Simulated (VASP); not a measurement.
# BaTiO3 (Barioperovskite) (Amm2) in VASP: notebook

The runs below take BaTiO3 (Barioperovskite) through single point, with PBEsol+U.

All numbers are computed with VASP 6.6.1; they aren't measurements. Logs are shortened: lines on timing, memory, paths and dates and some standing lists are left out, and cuts for length are marked.

## 1. The cell of the first run

The structure is orthorhombic, space group Amm2 (No. 38). The conventional cell has a = 3.986 Å, b = 5.674 Å, c = 5.690 Å, α = 90.00°, β = 90.00°, γ = 90.00°. Within 3.7 Å of Ba (site symmetry mm2) lie 12 O at 2.77 to 2.92 Å and 8 Ti at 3.42 to 3.53 Å. Ti (site symmetry mm2) has 6 O at 1.93 to 2.09 Å within 2.6 Å. O (site symmetry mm2) has 2 Ti at 2.00 Å within 2.6 Å. O (site symmetry m) has 2 Ti at 1.93 to 2.09 Å within 2.6 Å.

## 2. Single point, PBEsol+U

INCAR reads:

```
PREC     = Accurate       # precision mode
ENCUT    = 520            # plane-wave cutoff, eV
EDIFF    = 1E-7           # SCF threshold, eV
ISMEAR   = 0              # smearing method
SIGMA    = 0.01           # smearing width, eV
LREAL    = False          # projectors in reciprocal space
LASPH    = True           # aspherical terms in the spheres
NELM     = 150            # most SCF steps
ALGO     = Normal         # electronic algorithm
ISIF     = 2              # what is computed and relaxed
LWAVE    = False          # write WAVECAR
LCHARG   = False          # write CHGCAR
LMAXMIX  = 4              # l up to which the mixer works
LDAU     = True           # DFT+U
LDAUTYPE = 2            
LDAUL    = -1 2 -1        # shell
LDAUU    = 0 2 0          # U, eV
LDAUJ    = 0 0 0        
LDAUPRINT= 1            
GGA      = PS             # functional
NBANDS   = 28             # bands
```

KPOINTS reads:

```
regular mesh
0
Gamma
  6 6 6
```

POSCAR reads:

```
BaTiO3
1.0
    3.9855000000      0.0000000000      0.0000000000
    0.0000000000      2.8369000000      2.8451500000
    0.0000000000     -2.8369000000      2.8451500000
Ba Ti O
1 1 3
Direct
    0.0000000000      0.0000000000      0.0000000000
    0.5000000000      0.5124000000      0.5124000000
    0.0000000000      0.4874000000      0.4874000000
    0.5000000000      0.5052400000      0.9918400000
    0.5000000000      0.9918400000      0.5052400000
```

Potentials or basis: VASP PAW PBE potentials, release 64 (Ba_sv, Ti_sv, O).

On the command line:

```bash
cat potpaw_PBE.64/Ba_sv/POTCAR potpaw_PBE.64/Ti_sv/POTCAR potpaw_PBE.64/O/POTCAR > POTCAR
mpirun -np 1 vasp_std > vasp.out
```

OUTCAR:

```text
PREC = Accurate
   ENCUT = 520
   EDIFF = 1E-7
   ISMEAR = 0
   LREAL = False
   LASPH = True
   NELM = 150
   ISIF = 2
   GGA = PS

 ion  position               nearest neighbor table
   1  0.000  0.000  0.000-   3 2.77   4 2.81   5 2.81   4 2.81   5 2.81   3 2.84   3 2.84   4 2.84
                             5 2.84   5 2.84   4 2.84   3 2.92   2 3.42   2 3.42   2 3.47   2 3.47
   2  0.500  0.512  0.512-   4 1.93   5 1.93   3 2.00   3 2.00   5 2.09   4 2.09   1 3.42   1 3.42
                             1 3.47   1 3.47   1 3.47   1 3.47   1 3.53   1 3.53
   3  0.000  0.487  0.487-   2 2.00   2 2.00   1 2.77   1 2.84   1 2.84   1 2.92
   4  0.500  0.505  0.992-   2 1.93   2 2.09   1 2.81   1 2.81   1 2.84   1 2.84
   5  0.500  0.992  0.505-   2 1.93   2 2.09   1 2.81   1 2.81   1 2.84   1 2.84

  LATTYP: Found a base centered orthorhombic cell.
 ALAT       =     5.6738000000
 B/A-ratio  =     1.0029081039
 C/A-ratio  =     0.7024392823

  Lattice vectors:

 A1 = (   0.0000000000,   2.8369000000,  -2.8451500000)
 A2 = (   0.0000000000,   2.8369000000,   2.8451500000)
 A3 = (   3.9855000000,   0.0000000000,   0.0000000000)

Analysis of symmetry for initial positions (statically):
=====================================================================
 Subroutine PRICEL returns:
 Original cell was already a primitive cell.

 Routine SETGRP: Setting up the symmetry group for a
 base centered orthorhombic supercell.

 Subroutine GETGRP returns: Found  4 space group operations
 (whereof  4 operations were pure point group operations)
 out of a pool of  8 trial point group operations.

The static configuration has the point symmetry C_2v.

Analysis of symmetry for dynamics (positions and initial velocities):
=====================================================================
 Subroutine PRICEL returns:
 Original cell was already a primitive cell.

 Routine SETGRP: Setting up the symmetry group for a
 base centered orthorhombic supercell.

 Subroutine GETGRP returns: Found  4 space group operations
 (whereof  4 operations were pure point group operations)
 out of a pool of  8 trial point group operations.

The dynamic configuration has the point symmetry C_2v.

[... 152 lines left out ...]

  0.1170  0.0000  0.0000  0.0000  0.0000
  0.0000  0.2453  0.0000  0.0000  0.0000
  0.0000  0.0000  0.1470  0.0000 -0.0533
  0.0000  0.0000  0.0000  0.1186  0.0000
  0.0000  0.0000 -0.0533  0.0000  0.2129

spin component  2

  0.1170  0.0000  0.0000  0.0000  0.0000
  0.0000  0.2453  0.0000  0.0000  0.0000
  0.0000  0.0000  0.1470  0.0000 -0.0533
  0.0000  0.0000  0.0000  0.1186  0.0000
  0.0000  0.0000 -0.0533  0.0000  0.2129

 occupancies and eigenvectors

  o =  0.1170  v =  1.0000  0.0000  0.0000  0.0000  0.0000  0.0000  0.0000  0.0000  0.0000  0.0000      0.0000  0.0000  0.0000  0.0000  0.0000  0.0000  0.0000  0.0000  0.0000  0.0000
  o =  0.1170  v =  0.0000  0.0000  0.0000  0.0000  0.0000  1.0000  0.0000  0.0000  0.0000  0.0000      0.0000  0.0000  0.0000  0.0000  0.0000  0.0000  0.0000  0.0000  0.0000  0.0000
  o =  0.1173  v =  0.0000  0.0000 -0.8733  0.0000 -0.4871  0.0000  0.0000  0.0000  0.0000  0.0000      0.0000  0.0000  0.0000  0.0000  0.0000  0.0000  0.0000  0.0000  0.0000  0.0000
  o =  0.1173  v =  0.0000  0.0000  0.0000  0.0000  0.0000  0.0000  0.0000 -0.8733  0.0000 -0.4871      0.0000  0.0000  0.0000  0.0000  0.0000  0.0000  0.0000  0.0000  0.0000  0.0000
  o =  0.1186  v =  0.0000  0.0000  0.0000  1.0000  0.0000  0.0000  0.0000  0.0000  0.0000  0.0000      0.0000  0.0000  0.0000  0.0000  0.0000  0.0000  0.0000  0.0000  0.0000  0.0000
  o =  0.1186  v =  0.0000  0.0000  0.0000  0.0000  0.0000  0.0000  0.0000  0.0000  1.0000  0.0000      0.0000  0.0000  0.0000  0.0000  0.0000  0.0000  0.0000  0.0000  0.0000  0.0000
  o =  0.2426  v =  0.0000  0.0000  0.0000  0.0000  0.0000  0.0000  0.0000 -0.4871  0.0000  0.8733      0.0000  0.0000  0.0000  0.0000  0.0000  0.0000  0.0000  0.0000  0.0000  0.0000
  o =  0.2426  v =  0.0000  0.0000 -0.4871  0.0000  0.8733  0.0000  0.0000  0.0000  0.0000  0.0000      0.0000  0.0000  0.0000  0.0000  0.0000  0.0000  0.0000  0.0000  0.0000  0.0000
  o =  0.2453  v =  0.0000  0.0000  0.0000  0.0000  0.0000  0.0000  1.0000  0.0000  0.0000  0.0000      0.0000  0.0000  0.0000  0.0000  0.0000  0.0000  0.0000  0.0000  0.0000  0.0000
  o =  0.2453  v =  0.0000  1.0000  0.0000  0.0000  0.0000  0.0000  0.0000  0.0000  0.0000  0.0000      0.0000  0.0000  0.0000  0.0000  0.0000  0.0000  0.0000  0.0000  0.0000  0.0000

 number of electron      39.9999995 magnetization

 Free energy of the ion-electron system (eV)
  ---------------------------------------------------
  ext. energy  EPLUGINS =         0.00000000
  ---------------------------------------------------
  free energy    TOTEN  =       -40.58925138 eV

  energy without entropy =      -40.58925138  energy(sigma->0) =      -40.58925138

 E-fermi :   3.8204     XC(G=0): -11.4985

 val. band max:        3.7321688255   @ k =   0.5000   0.5000   0.5000
 cond. band min:       5.7514707264   @ k =   0.0000   0.0000   0.0000
 fundamental gap:      2.0193019008
 Fermi energy:         3.8204041812

 k-point     1 :       0.0000    0.0000    0.0000
  band No.  band energies     occupation
      1     -53.1123      2.00000
      2     -29.4266      2.00000
      3     -29.4256      2.00000
      4     -29.4103      2.00000
      5     -21.0458      2.00000
      6     -13.1034      2.00000
[... 733 lines left out ...]
     27      11.8368      0.00000
     28      12.2329      0.00000

 [... further k-points ...]
[... 5 lines left out ...]
  --------------------------------------------------------------------------------------
  -------------------------------------------------------------------------------------
  Total       -0.1570124     -0.0859407     -0.3472518      0.0000000      0.0000000      0.0000000
  in kB       -3.9100519     -2.1401654     -8.6475489      0.0000000      0.0000000      0.0000000
  external PRESSURE =      -4.8992554 kB  Pullay stress =       0.0000000 kB

 VOLUME and BASIS-vectors are now :
 -----------------------------------------------------------------------------
  energy-cutoff  :      520.00
  volume of cell :       64.34
      direct lattice vectors                 reciprocal lattice vectors
     3.985500000  0.000000000  0.000000000     0.250909547  0.000000000  0.000000000
     0.000000000  2.836900000  2.845150000     0.000000000  0.176248722  0.175737659
     0.000000000 -2.836900000  2.845150000     0.000000000 -0.176248722  0.175737659

 POSITION                                       TOTAL-FORCE (eV/Angst)
 -----------------------------------------------------------------------------------
      0.00000      0.00000      0.00000         0.000000     -0.000000      0.161393
      1.99275      0.00000      2.91571         0.000000     -0.000000     -0.117095
      0.00000      0.00000      2.77345         0.000000     -0.000000      0.227747
      1.99275     -1.38044      4.25942         0.000000     -0.121230     -0.136022
      1.99275      1.38044      4.25942         0.000000      0.121230     -0.136022
 -----------------------------------------------------------------------------------
    total drift:                                0.000000      0.000001      0.000528

  FREE ENERGIE OF THE ION-ELECTRON SYSTEM (eV)
  ---------------------------------------------------
  free  energy   TOTEN  =       -40.5892513813 eV

  energy  without entropy=      -40.5892513813  energy(sigma->0) =      -40.58925138
```

OSZICAR:

```text
N       E                     dE             d eps       ncg     rms          rms(c)
DAV:   1     0.435242698820E+03    0.43524E+03   -0.20748E+04  2912   0.154E+03
DAV:   2    -0.276703895421E+01   -0.43801E+03   -0.41723E+03  3280   0.431E+02
DAV:   3    -0.490382765200E+02   -0.46271E+02   -0.45818E+02  4096   0.136E+02
[... 12 lines left out ...]
DAV:  16    -0.405892544420E+02    0.51741E-05   -0.72669E-06  3272   0.160E-02    0.192E-02
DAV:  17    -0.405892517527E+02    0.26893E-05   -0.27528E-05  3584   0.352E-02    0.120E-02
DAV:  18    -0.405892515390E+02    0.21362E-06   -0.11966E-06  3440   0.850E-03    0.511E-03
DAV:  19    -0.405892514332E+02    0.10588E-06   -0.35991E-07  3192   0.409E-03    0.202E-03
DAV:  20    -0.405892513813E+02    0.51912E-07   -0.10810E-07  2280   0.294E-03
   1 F= -.40589251E+02 E0= -.40589251E+02  d E =-.402782E-38
```

Wall time 3.1 min (1 thread of Intel Xeon Platinum 8259CL at 2.50GHz (Skylake/Cascade Lake), shared host); peak memory 0.23 GiB.

What came out:

| Quantity | Value |
| --- | --- |
| Free energy | -40.5893 eV |
| Pressure | -0.5 GPa |
| Largest force | 0.228 eV/Å |
| Band gap on the k mesh | 2.02 eV, indirect (least direct gap 2.24 eV) |

Forces in eV/Å, atoms in the order of the input:
```
Ba   0.000  0.000  0.161
Ti   0.000  0.000 -0.117
O    0.000  0.000  0.228
O    0.000 -0.121 -0.136
O    0.000  0.121 -0.136
```

Eigenvalues of the final occupation matrices:
| site | spin | trace | eigenvalues |
| --- | --- | --- | --- |
| site 2 d | 1 | 0.84 | 0.12 0.12 0.12 0.24 0.25 |
| site 2 d | 2 | 0.84 | 0.12 0.12 0.12 0.24 0.25 |

Caveat: the PAW data sets were made with another functional, which shifts forces and pressure a little; spin-orbit coupling is left out, which moves the levels of the heavy elements. A k mesh can miss the band edges.

## 3. Single point, PBEsol+U

INCAR reads:

```
SYSTEM = BaTiO3
  ALGO = Normal
  EDIFF = 1E-6
  ENCUT = 520
  GGA = PS
  ISIF = 2
  ISMEAR = 0
  LASPH = .TRUE.
  LCHARG = .FALSE.
  LDAU = .TRUE.
  LDAUJ = 0 0 0
  LDAUL = -1 2 -1
  LDAUPRINT = 1
  LDAUTYPE = 2
  LDAUU = 0 4 0
  LMAXMIX = 4
  LREAL = .FALSE.
  LWAVE = .FALSE.
  NBANDS = 28
  NELM = 150
  PREC = Accurate
  SIGMA = 0.01
```

KPOINTS reads:

```
k-points
0
G
  6 6 6
  0 0 0
```

POSCAR is that of step 2.

Potentials or basis: VASP PAW PBE potentials, release 64 (Ba_sv, Ti_sv, O).

On the command line:

```bash
cat potpaw_PBE.64/Ba_sv/POTCAR potpaw_PBE.64/Ti_sv/POTCAR potpaw_PBE.64/O/POTCAR > POTCAR
mpirun -np 1 vasp_std > vasp.out
```

OUTCAR:

```text
SYSTEM = BaTiO3
   EDIFF = 1E-6
   ENCUT = 520
   GGA = PS
   ISIF = 2
   ISMEAR = 0
   LASPH = .TRUE.
   LREAL = .FALSE.
   NELM = 150
   PREC = Accurate

 ion  position               nearest neighbor table
   1  0.000  0.000  0.000-   3 2.77   4 2.81   5 2.81   4 2.81   5 2.81   3 2.84   3 2.84   4 2.84
                             5 2.84   5 2.84   4 2.84   3 2.92   2 3.42   2 3.42   2 3.47   2 3.47
   2  0.500  0.512  0.512-   4 1.93   5 1.93   3 2.00   3 2.00   5 2.09   4 2.09   1 3.42   1 3.42
                             1 3.47   1 3.47   1 3.47   1 3.47   1 3.53   1 3.53
   3  0.000  0.487  0.487-   2 2.00   2 2.00   1 2.77   1 2.84   1 2.84   1 2.92
   4  0.500  0.505  0.992-   2 1.93   2 2.09   1 2.81   1 2.81   1 2.84   1 2.84
   5  0.500  0.992  0.505-   2 1.93   2 2.09   1 2.81   1 2.81   1 2.84   1 2.84

  LATTYP: Found a base centered orthorhombic cell.
 ALAT       =     5.6738000000
 B/A-ratio  =     1.0029081039
 C/A-ratio  =     0.7024392823

  Lattice vectors:

 A1 = (   0.0000000000,   2.8369000000,  -2.8451500000)
 A2 = (   0.0000000000,   2.8369000000,   2.8451500000)
 A3 = (   3.9855000000,   0.0000000000,   0.0000000000)

Analysis of symmetry for initial positions (statically):
[... 213 lines left out ...]
  free energy    TOTEN  =       -39.25615639 eV

  energy without entropy =      -39.25615639  energy(sigma->0) =      -39.25615639

 E-fermi :   3.9941     XC(G=0): -11.5017

 val. band max:        3.8015233215   @ k =   0.5000   0.5000   0.5000
 cond. band min:       6.0581383175   @ k =   0.0000   0.0000   0.0000
 fundamental gap:      2.2566149960
 Fermi energy:         3.9940987826

 k-point     1 :       0.0000    0.0000    0.0000
  band No.  band energies     occupation
      1     -53.5900      2.00000
      2     -29.8789      2.00000
      3     -29.8785      2.00000
      4     -29.8633      2.00000
      5     -20.9796      2.00000
      6     -13.0647      2.00000
[... 733 lines left out ...]
     27      11.9020      0.00000
     28      12.2916      0.00000

 [... further k-points ...]
[... 5 lines left out ...]
  --------------------------------------------------------------------------------------
  -------------------------------------------------------------------------------------
  Total        0.5149861      0.5967204      0.3252882      0.0000000      0.0000000      0.0000000
  in kB       12.8246072     14.8600214      8.1005940      0.0000000      0.0000000      0.0000000
  external PRESSURE =      11.9284075 kB  Pullay stress =       0.0000000 kB

 VOLUME and BASIS-vectors are now :
 -----------------------------------------------------------------------------
  energy-cutoff  :      520.00
  volume of cell :       64.34
      direct lattice vectors                 reciprocal lattice vectors
     3.985500000  0.000000000  0.000000000     0.250909547  0.000000000  0.000000000
     0.000000000  2.836900000  2.845150000     0.000000000  0.176248722  0.175737659
     0.000000000 -2.836900000  2.845150000     0.000000000 -0.176248722  0.175737659

 POSITION                                       TOTAL-FORCE (eV/Angst)
 -----------------------------------------------------------------------------------
      0.00000      0.00000      0.00000         0.000000      0.000000      0.168610
      1.99275      0.00000      2.91571         0.000000      0.000000     -0.418903
      0.00000      0.00000      2.77345         0.000000      0.000000      0.234523
      1.99275     -1.38044      4.25942         0.000000     -0.254331      0.007885
      1.99275      1.38044      4.25942         0.000000      0.254331      0.007885
 -----------------------------------------------------------------------------------
    total drift:                                0.000000      0.000001      0.000707

  FREE ENERGIE OF THE ION-ELECTRON SYSTEM (eV)
  ---------------------------------------------------
  free  energy   TOTEN  =       -39.2561563877 eV

  energy  without entropy=      -39.2561563877  energy(sigma->0) =      -39.25615639
```

Wall time 2.2 min (1 thread of Intel Xeon Platinum 8259CL at 2.50GHz (Skylake/Cascade Lake), shared host); peak memory 0.23 GiB.

Results:

```yaml
Free_energy: -39.2562 eV
Pressure: 1.2 GPa
Largest_force: 0.419 eV/Å
Band_gap_on_the_k_mesh: 2.26 eV, indirect (least direct gap 2.50 eV)
```

Forces on the atoms (eV/Å):
```
Ba   0.000  0.000  0.169
Ti   0.000  0.000 -0.419
O    0.000  0.000  0.235
O    0.000 -0.254  0.008
O    0.000  0.254  0.008
```

Eigenvalues of the final occupation matrices:
| site | spin | trace | eigenvalues |
| --- | --- | --- | --- |
| site 2 d | 1 | 0.80 | 0.11 0.11 0.11 0.24 0.24 |
| site 2 d | 2 | 0.80 | 0.11 0.11 0.11 0.24 0.24 |

Caveat: the PAW data sets were made with another functional, which shifts forces and pressure a little; spin-orbit coupling is left out, which moves the levels of the heavy elements. A k mesh can miss the band edges.

## 4. Single point, PBEsol+U

INCAR reads:

```
SYSTEM = BaTiO3
PREC     = Accurate       ! precision mode
ENCUT    = 520            ! plane-wave cutoff, eV
EDIFF    = 1E-6           ! SCF threshold, eV
ISMEAR   = 0              ! smearing method
SIGMA    = 0.01           ! smearing width, eV
LREAL    = .False.        ! projectors in reciprocal space
LASPH    = .True.         ! aspherical terms in the spheres
NELM     = 150            ! most SCF steps
ALGO     = Normal         ! electronic algorithm
ISIF     = 2              ! what is computed and relaxed
LWAVE    = .False.        ! write WAVECAR
LCHARG   = .False.        ! write CHGCAR
LMAXMIX  = 4              ! l up to which the mixer works
LDAU     = .True.         ! DFT+U
LDAUTYPE = 2            
LDAUL    = -1 2 -1        ! shell
LDAUU    = 0 6 0          ! U, eV
LDAUJ    = 0 0 0        
LDAUPRINT= 1            
GGA      = PS             ! functional
NBANDS   = 28             ! bands
```

KPOINTS reads:

```
Automatic mesh
0
Gamma
  6 6 6
  0 0 0
```

POSCAR is that of step 3.

On the command line:

```bash
cat potpaw_PBE.64/Ba_sv/POTCAR potpaw_PBE.64/Ti_sv/POTCAR potpaw_PBE.64/O/POTCAR > POTCAR
mpirun -np 1 vasp_std > vasp.out
```

It took 2.1 min on 1 thread of Intel Xeon Platinum 8259CL at 2.50GHz (Skylake/Cascade Lake), shared host; peak memory 0.23 GiB.

The run converged. Its results:

| Item | Value |
| --- | --- |
| Free energy | -37.9785 eV |
| Pressure | 2.9 GPa |
| Largest force | 0.723 eV/Å |
| Band gap on the k mesh | 2.52 eV, indirect (least direct gap 2.77 eV) |

Forces in eV/Å, atoms in the order of the input:
```
Ba   0.000  0.000  0.176
Ti   0.000  0.000 -0.723
O    0.000  0.000  0.240
O    0.000 -0.390  0.154
O    0.000  0.390  0.154
```

Stress tensor (GPa, compression positive):
```
2.97 0.00 0.00
0.00 3.20 0.00
0.00 0.00 2.50
```

Levels at points of the mesh, in eV from the valence-band top:
```csv
k point,band 16,band 17,band 18,band 19,band 20,band 21,band 22,band 23,band 24,band 25
"(0.00, 0.00, 0.00)",-1.17,-1.13,-0.35,-0.30,-0.26,2.52,2.56,2.68,4.10,4.16
"(0.50, 0.00, 0.00)",-2.04,-1.73,-1.68,-0.92,-0.88,2.76,4.08,4.18,4.27,5.82
"(0.00, 0.50, 0.00)",-2.01,-1.74,-1.64,-0.90,-0.85,2.80,4.14,4.21,4.24,5.94
"(0.50, 0.50, 0.00)",-2.62,-1.97,-0.92,-0.91,-0.09,4.24,4.26,4.66,4.77,7.64
"(0.00, 0.50, 0.50)",-2.62,-1.91,-0.95,-0.91,-0.14,4.23,4.28,4.65,4.91,7.66
"(0.50, 0.50, 0.50)",-2.29,-2.27,-0.05,-0.01,0.00,4.85,4.91,4.92,6.42,6.47
```

Eigenvalues of the final occupation matrices:
```tsv
site	spin	trace	eigenvalues
site 2 d	1	0.76	0.10 0.10 0.10 0.23 0.24
site 2 d	2	0.76	0.10 0.10 0.10 0.23 0.24
```

Caveat: the PAW data sets were made with another functional, which shifts forces and pressure a little; spin-orbit coupling is left out, which moves the levels of the heavy elements. A k mesh can miss the band edges.

## 5. Overview

| U | gap on the mesh (eV) | pressure (GPa) | largest force (eV/Å) |
| --- | --- | --- | --- |
| Ti d U = 2.0 eV | 2.02 | -0.5 | 0.23 |
| Ti d U = 4.0 eV | 2.26 | 1.2 | 0.42 |
| Ti d U = 6.0 eV | 2.52 | 2.9 | 0.72 |

Alike in all rows: task single point; level PBEsol+U; potentials or basis VASP PAW PBE potentials, release 64 (Ba_sv, Ti_sv, O); no spin polarisation; cell as given; k mesh 6 × 6 × 6; cutoff (eV) 520; smearing gaussian 0.01 eV.

On the cell as given the gap runs from 2.02 eV (PBEsol+U) to 2.52 eV (PBEsol+U).

Caveats: the PAW data sets were made with another functional, which shifts forces and pressure a little; spin-orbit coupling is left out, which moves the levels of the heavy elements.

Total energies depend on the potentials used, so only differences within one code and one set of settings carry meaning.
